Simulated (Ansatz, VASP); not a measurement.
# One calculation of Ge, two programs

```xyz
2
Lattice="0.0000 2.8806 2.8806 2.8806 0.0000 2.8806 2.8806 2.8806 0.0000" Properties=species:S:1:pos:R:3 pbc="T T T"
Ge    0.0000    0.0000    0.0000
Ge    1.4403    1.4403    1.4403
```

Alike in both runs: functional PBE; k mesh 12 × 12 × 12; occupations gaussian, width 0.1 eV; no spin polarisation.

Ansatz relaxed the structure, and its values are those at the end. VASP's run is a single point on that final structure, the one shown.

|  | VASP | Ansatz |
| --- | --- | --- |
| version | VASP 6.6.1 | Ansatz 0.2.0 |
| potentials or method | VASP PAW PBE potentials, release 64 (Ge_d), cutoff 520 eV | scalar-relativistic, plane waves, PAW |
| valence electrons in the cell | 28 | 28 |

|  | VASP | Ansatz | Ansatz less VASP |
| --- | --- | --- | --- |
| gap on the k mesh at the Fermi level (eV) | none | none | - |
| pressure (GPa) | -0.1 | 0.0 | +0.05 |

A gap of «none» marks a metal or a gap that the smearing closes.
